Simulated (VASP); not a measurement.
# Al2InN3 (Cmc2_1) in VASP: notebook

Runs on Al2InN3. Level: PBE. Tasks: single point.

Everything below comes from runs of VASP 6.6.1. Logs are shortened: lines on timing, memory, paths and dates and some standing lists are left out, and cuts for length are marked.

**1. The cell of the first run**

It takes space group Cmc2_1 (No. 36, orthorhombic). Conventional cell: a = 9.833 Å, b = 5.655 Å, c = 5.249 Å, α = 90.00°, β = 90.00°, γ = 90.00°. Al (site symmetry 1) has 4 N at 1.90 to 1.92 Å within 2.5 Å. In (site symmetry m) has 4 N at 2.18 to 2.20 Å within 2.9 Å. N (site symmetry 1) has 3 Al at 1.90 to 1.92 Å and 1 In at 2.18 Å within 2.5 Å. Within 2.5 Å of N (site symmetry m) lie 2 Al at 1.91 Å and 2 In at 2.19 to 2.20 Å.

**2. Single point, PBE**

INCAR

```
PREC = Accurate
ENCUT = 520
EDIFF = 1E-7
ISMEAR = 0
SIGMA = 0.02
LREAL = F
LASPH = T
NELM = 80
ALGO = Normal
ISIF = 2
LWAVE = F
LCHARG = F
GGA = PE
NBANDS = 46
```

KPOINTS

```
Automatic mesh
0
Gamma
  6 6 6
```

POSCAR

```
Al2InN3
1.0
    4.9165698135     -2.8275486720      0.0000000000
    4.9165698135      2.8275486720      0.0000000000
    0.0000000000      0.0000000000      5.2490743872
Al In N
4 2 6
Direct
    0.0084427086      0.3348641725      0.9917411822
    0.6651358275      0.9915572914      0.9917411822
    0.9915572914      0.6651358275      0.4917411822
    0.3348641725      0.0084427086      0.4917411822
    0.3220722962      0.6779277038      0.9869930315
    0.6779277038      0.3220722962      0.4869930315
    0.0367610679      0.3336262977      0.3556963910
    0.6663737023      0.9632389321      0.3556963910
    0.9632389321      0.6663737023      0.8556963910
    0.3336262977      0.0367610679      0.8556963910
    0.2982358752      0.7017641248      0.4061317922
    0.7017641248      0.2982358752      0.9061317922
```

Potentials or basis: VASP PAW PBE potentials, release 64 (Al, In_d, N).

On the command line:

```bash
cat potpaw_PBE.64/Al/POTCAR potpaw_PBE.64/In_d/POTCAR potpaw_PBE.64/N/POTCAR > POTCAR
mpirun -np 1 vasp_std > vasp.out
```

OUTCAR:

```text
PREC = Accurate
   ENCUT = 520
   EDIFF = 1E-7
   ISMEAR = 0
   LREAL = F
   LASPH = T
   NELM = 80
   ISIF = 2
   GGA = PE

 ion  position               nearest neighbor table
   1  0.008  0.335  0.992-   9 1.90  10 1.91  12 1.91   7 1.92   3 3.20   3 3.20   4 3.21   4 3.21
                             2 3.22   2 3.22   5 3.22   6 3.23   5 3.23   6 3.27   5 3.36
   2  0.665  0.992  0.992-  10 1.90   9 1.91  12 1.91   8 1.92   4 3.20   4 3.20   3 3.21   3 3.21
                             1 3.22   1 3.22   5 3.22   6 3.23   5 3.23   6 3.27   5 3.36
   3  0.992  0.665  0.492-   7 1.90   8 1.91  11 1.91   9 1.92   1 3.20   1 3.20   2 3.21   2 3.21
                             4 3.22   4 3.22   6 3.22   5 3.23   6 3.23   5 3.27   6 3.36
   4  0.335  0.008  0.492-   8 1.90   7 1.91  11 1.91  10 1.92   2 3.20   2 3.20   1 3.21   1 3.21
                             3 3.22   3 3.22   6 3.22   5 3.23   6 3.23   5 3.27   6 3.36
   5  0.322  0.678  0.987-   9 2.18  10 2.18  12 2.19  11 2.20   1 3.22   2 3.22   4 3.23   3 3.23
                             2 3.23   1 3.23   4 3.27   3 3.27   6 3.31   6 3.31   2 3.36   1 3.36
   6  0.678  0.322  0.487-   7 2.18   8 2.18  11 2.19  12 2.20   4 3.22   3 3.22   2 3.23   1 3.23
                             4 3.23   3 3.23   2 3.27   1 3.27   5 3.31   5 3.31   4 3.36   3 3.36
   7  0.037  0.334  0.356-   3 1.90   4 1.91   1 1.92   6 2.18
   8  0.666  0.963  0.356-   4 1.90   3 1.91   2 1.92   6 2.18
   9  0.963  0.666  0.856-   1 1.90   2 1.91   3 1.92   5 2.18
  10  0.334  0.037  0.856-   2 1.90   1 1.91   4 1.92   5 2.18
  11  0.298  0.702  0.406-   3 1.91   4 1.91   6 2.19   5 2.20
  12  0.702  0.298  0.906-   1 1.91   2 1.91   5 2.19   6 2.20

  LATTYP: Found a base centered orthorhombic cell.
 ALAT       =     5.6550973440
 B/A-ratio  =     1.7388099672
 C/A-ratio  =     0.9282023046

  Lattice vectors:

 A1 = (  -4.9165698135,  -2.8275486720,   0.0000000000)
 A2 = (   4.9165698135,  -2.8275486720,   0.0000000000)
 A3 = (   0.0000000000,   0.0000000000,   5.2490743872)

Analysis of symmetry for initial positions (statically):
=====================================================================
 Subroutine PRICEL returns:
 Original cell was already a primitive cell.

 Routine SETGRP: Setting up the symmetry group for a
 base centered orthorhombic supercell.

 Subroutine GETGRP returns: Found  4 space group operations
 (whereof  2 operations were pure point group operations)
 out of a pool of  8 trial point group operations.

The static configuration has the point symmetry C_1h.
 The point group associated with its full space group is C_2v.

Analysis of symmetry for dynamics (positions and initial velocities):
=====================================================================
 Subroutine PRICEL returns:
 Original cell was already a primitive cell.

 Routine SETGRP: Setting up the symmetry group for a
 base centered orthorhombic supercell.

 Subroutine GETGRP returns: Found  4 space group operations
 (whereof  2 operations were pure point group operations)
 out of a pool of  8 trial point group operations.

The dynamic configuration has the point symmetry C_1h.
 The point group associated with its full space group is C_2v.

 Subroutine INISYM returns: Found  4 space group operations
 (whereof  2 operations are pure point group operations),
 and found     1 'primitive' translations

----------------------------------------------------------------------------------------

                                     Primitive cell

  volume of cell :     145.9436

  direct lattice vectors                    reciprocal lattice vectors
     4.916569813 -2.827548672  0.000000000     0.101696919 -0.176831616  0.000000000
     4.916569813  2.827548672  0.000000000     0.101696919  0.176831616  0.000000000
     0.000000000  0.000000000  5.249074387     0.000000000  0.000000000  0.190509779

  length of vectors
     5.671656744  5.671656744  5.249074387     0.203989420  0.203989420  0.190509779

  position of ions in fractional coordinates (direct lattice)
     0.008442709  0.334864172  0.991741182
     0.665135828  0.991557291  0.991741182
     0.991557291  0.665135828  0.491741182
     0.334864172  0.008442709  0.491741182
     0.322072296  0.677927704  0.986993031
     0.677927704  0.322072296  0.486993031
     0.036761068  0.333626298  0.355696391
     0.666373702  0.963238932  0.355696391
     0.963238932  0.666373702  0.855696391
     0.333626298  0.036761068  0.855696391
     0.298235875  0.701764125  0.406131792
     0.701764125  0.298235875  0.906131792

  ion indices of the primitive-cell ions
   primitive index   ion index
                 1           1
                 2           2
                 3           3
                 4           4
                 5           5
                 6           6
                 7           7
                 8           8
                 9           9
                10          10
                11          11
                12          12

----------------------------------------------------------------------------------------

 KPOINTS: Automatic mesh

Automatic generation of k-mesh.
 Grid dimensions read from file:
 generate k-points for:    6    6    6

 Generating k-lattice:

  Cartesian coordinates                     Fractional coordinates (reciprocal lattice)
     0.016949486 -0.029471936  0.000000000     0.166666667  0.000000000  0.000000000
     0.016949486  0.029471936  0.000000000     0.000000000  0.166666667  0.000000000
     0.000000000  0.000000000  0.031751630     0.000000000  0.000000000  0.166666667

  Length of vectors
     0.033998237  0.033998237  0.031751630

  Shift w.r.t. Gamma in fractional coordinates (k-lattice)
     0.000000000  0.000000000  0.000000000

 Subroutine IBZKPT returns following result:
 ===========================================

 Found     52 irreducible k-points:

 Following reciprocal coordinates:
            Coordinates               Weight
  0.000000  0.000000  0.000000      1.000000
  0.166667  0.000000  0.000000      4.000000
  0.333333  0.000000  0.000000      4.000000
  0.500000  0.000000  0.000000      2.000000
  0.166667  0.166667  0.000000      2.000000
  0.333333  0.166667  0.000000      4.000000
[... 16 lines left out ...]
  0.333333  0.333333  0.166667      4.000000
  0.500000  0.333333  0.166667      8.000000
 [... further k-points ...]
   k-points           NKPTS =     52   k-points in BZ     NKDIM =     52   number of bands    NBANDS=     46
   number of dos      NEDOS =    301   number of ions     NIONS =     12
   total plane-waves  NPLWV =  70560
   dimension x,y,z NGX =    42 NGY =   42 NGZ =   40
   dimension x,y,z NGXF=    84 NGYF=   84 NGZF=   80
   ions per type =               4   2   6
   NGX,Y,Z   is equivalent  to a cutoff of  12.31, 12.31, 12.67 a.u.
   NGXF,Y,Z  is equivalent  to a cutoff of  24.62, 24.62, 25.34 a.u.
 SYSTEM =  unknown system
   PREC   = accura    normal or accurate (medium, high low for compatibility)
   ISTART =      0    job   : 0-new  1-cont  2-samecut
   ICHARG =      2    charge: 1-file 2-atom 10-const
   ISPIN  =      1    spin polarized calculation?
   LNONCOLLINEAR =      F non collinear calculations
   LSORBIT =      F    spin-orbit coupling
   LASPH  =      T    aspherical Exc in radial PAW
   ENCUT  =  520.0 eV  38.22 Ry    6.18 a.u.  10.55 10.55  9.76*2*pi/ulx,y,z
   NELM   =     80;   NELMIN=  2; NELMDL= -5     # of ELM steps
   EDIFF  = 0.1E-06   stopping-criterion for ELM
   LREAL  =      F    real-space projection
   EDIFFG = 0.1E-05   stopping-criterion for IOM
   NSW    =      0    number of steps for IOM
   IBRION =     -1    ionic relax: 0-MD 1-quasi-New 2-CG
   NFREE  =      0    steps in history (QN), initial steepest desc. (CG)
   ISIF   =      2    stress and relaxation
   ISYM   =      2    0-nonsym 1-usesym 2-fastsym
   POTIM  = 0.5000    time-step for ionic-motion
   TEBEG  =    0.0;   TEEND  =   0.0 temperature during run
   PSTRESS=    0.0 pullay stress
   NELECT =      68.0000    total number of electrons
   NUPDOWN=      -1.0000    fix difference up-down
   EMIN   =  10.00;   EMAX   =-10.00  energy-range for DOS
   EFERMI =   0.00;   METHOD = LEGACY
   ISMEAR =     0;   SIGMA  =   0.02  broadening in eV -4-tet -1-fermi 0-gaus
   EFERMI_NEDOS =   21; number of points for ismear=-14 and -15
   IALGO  =     38    algorithm
   IMIX   =      4    mixing-type and parameters
     AMIX     =   0.40;   BMIX     =  1.00
     AMIX_MAG =   1.60;   BMIX_MAG =  1.00
  volume/ion in A,a.u.               =      12.16        82.07
  Fermi-wavevector in a.u.,A,eV,Ry     =   1.269159  2.398363 21.915792  1.610765
  Thomas-Fermi vector in A             =   2.402215
   LORBIT       =      0    0 simple, 1 ext, 2 COOP (PROOUT), +10 PAW based schemes
   GGA     = PE    functional components
   LHFCALC =     F    Hartree Fock is set to
   AEXX    =    0.0000 exact exchange contribution
   IVDW    =     0    specifies the selected vdW correction
   LEPSILON=     F    determine dielectric tensor
   LRPA    =     F    only Hartree local field effects (RPA)
 non-spin polarized calculation
 Gauss-broadening in eV      SIGMA  =   0.02
  energy-cutoff  :      520.00
  volume of cell :      145.94
 maximum number of plane-waves:      3960
   NGX = 21   NGY = 21   NGZ = 19

 number of electron      68.0000012 magnetization

 Free energy of the ion-electron system (eV)
  ---------------------------------------------------
  ext. energy  EPLUGINS =         0.00000000
  ---------------------------------------------------
  free energy    TOTEN  =       -80.83294624 eV

  energy without entropy =      -80.83294624  energy(sigma->0) =      -80.83294624

 E-fermi :   6.1959     XC(G=0): -10.8564

 val. band max:        6.0710335983   @ k =   0.0000   0.0000   0.0000
 cond. band min:       8.2324649598   @ k =   0.0000   0.0000   0.0000
 fundamental gap:      2.1614313616
 Fermi energy:         6.1959076861

 k-point     1 :       0.0000    0.0000    0.0000
  band No.  band energies     occupation
      1      -8.6031      2.00000
      2      -8.0623      2.00000
      3      -7.7363      2.00000
      4      -7.5471      2.00000
      5      -7.5011      2.00000
      6      -7.3712      2.00000
[... 38 lines left out ...]
     45      15.4083      0.00000
     46      16.2361      0.00000

 k-point     2 :       0.1667    0.0000    0.0000
  band No.  band energies     occupation
      1      -8.5270      2.00000
      2      -8.0358      2.00000
      3      -7.7475      2.00000
      4      -7.6235      2.00000
      5      -7.4516      2.00000
      6      -7.3301      2.00000
[... 38 lines left out ...]
     45      15.2570      0.00000
     46      15.6750      0.00000

 k-point     3 :       0.3333    0.0000    0.0000
  band No.  band energies     occupation
      1      -8.3423      2.00000
      2      -7.9874      2.00000
      3      -7.7969      2.00000
      4      -7.6848      2.00000
      5      -7.4249      2.00000
      6      -7.2185      2.00000
[... 38 lines left out ...]
     45      15.0354      0.00000
     46      15.1636      0.00000

 k-point     4 :       0.5000    0.0000    0.0000
  band No.  band energies     occupation
      1      -8.2061      2.00000
      2      -8.0109      2.00000
      3      -7.8136      2.00000
      4      -7.6944      2.00000
      5      -7.4202      2.00000
      6      -7.1283      2.00000
[... 920 lines left out ...]
     45      14.9217      0.00000
     46      15.0780      0.00000

 k-point    23 :       0.3333    0.3333    0.1667
  band No.  band energies     occupation
      1      -8.2783      2.00000
      2      -8.0302      2.00000
      3      -7.7998      2.00000
      4      -7.5255      2.00000
      5      -7.3801      2.00000
      6      -7.3662      2.00000
[... 38 lines left out ...]
     45      15.0584      0.00000
     46      15.5147      0.00000

 k-point    24 :       0.5000    0.3333    0.1667
  band No.  band energies     occupation
      1      -8.1626      2.00000
      2      -8.0318      2.00000
      3      -7.8308      2.00000
      4      -7.5249      2.00000
      5      -7.4387      2.00000
      6      -7.2134      2.00000
[... 38 lines left out ...]
     45      15.1605      0.00000
     46      15.3570      0.00000

 [... further k-points ...]

------------------------ aborting loop because EDIFF is reached ----------------------------------------

  FORCE on cell =-STRESS in cart. coord.  units (eV):
  Direction    XX          YY          ZZ          XY          YZ          ZX
  --------------------------------------------------------------------------------------
  -------------------------------------------------------------------------------------
  Total       -0.0460150     -0.0501432     -0.0463308      0.0000000      0.0000000      0.0000000
  in kB       -0.5051553     -0.5504747     -0.5086225      0.0000000      0.0000000      0.0000000
  external PRESSURE =      -0.5214175 kB  Pullay stress =       0.0000000 kB

 VOLUME and BASIS-vectors are now :
 -----------------------------------------------------------------------------
  energy-cutoff  :      520.00
  volume of cell :      145.94
      direct lattice vectors                 reciprocal lattice vectors
     4.916569813 -2.827548672  0.000000000     0.101696919 -0.176831616  0.000000000
     4.916569813  2.827548672  0.000000000     0.101696919  0.176831616  0.000000000
     0.000000000  0.000000000  5.249074387     0.000000000  0.000000000  0.190509779

 POSITION                                       TOTAL-FORCE (eV/Angst)
 -----------------------------------------------------------------------------------
      1.68789      0.92297      5.20572         0.000445     -0.000271      0.000448
      8.14525      0.92297      5.20572        -0.000445     -0.000271      0.000448
      8.14525     -0.92297      2.58119        -0.000445      0.000271      0.000448
      1.68789     -0.92297      2.58119         0.000445      0.000271      0.000448
      4.91657      1.00620      5.18080        -0.000000      0.000497     -0.003946
      4.91657     -1.00620      2.55626        -0.000000     -0.000497     -0.003946
      1.82104      0.83940      1.86708         0.016923     -0.009137     -0.006880
      8.01210      0.83940      1.86708        -0.016923     -0.009137     -0.006880
      8.01210     -0.83940      4.49161        -0.016923      0.009137     -0.006880
      1.82104     -0.83940      4.49161         0.016923      0.009137     -0.006880
      4.91657      1.14100      2.13182        -0.000000      0.022017      0.016811
      4.91657     -1.14100      4.75635        -0.000000     -0.022017      0.016811
 -----------------------------------------------------------------------------------
    total drift:                               -0.000000      0.000000      0.001140

  FREE ENERGIE OF THE ION-ELECTRON SYSTEM (eV)
  ---------------------------------------------------
  free  energy   TOTEN  =       -80.8329462351 eV

  energy  without entropy=      -80.8329462351  energy(sigma->0) =      -80.83294624
```

Run time: 8.9 min. Hardware: 1 thread of Oxide Virtual Turin-like, shared host; peak memory 0.4 GiB.

What came out:

* Free energy: -80.8329 eV
* Pressure: -0.1 GPa
* Largest force: 0.028 eV/Å
* Band gap on the k mesh: 2.16 eV

Forces on the atoms (eV/Å):
```
Al   0.000  0.000  0.000
Al   0.000  0.000  0.000
Al   0.000  0.000  0.000
Al   0.000  0.000  0.000
In   0.000  0.000 -0.004
In   0.000  0.000 -0.004
N    0.017 -0.009 -0.007
N   -0.017 -0.009 -0.007
N   -0.017  0.009 -0.007
N    0.017  0.009 -0.007
N    0.000  0.022  0.017
N    0.000 -0.022  0.017
```

Caveat: spin-orbit coupling is left out, which moves the levels of the heavy elements. A k mesh can miss the band edges.

(Part 1 of 2 ends here.)
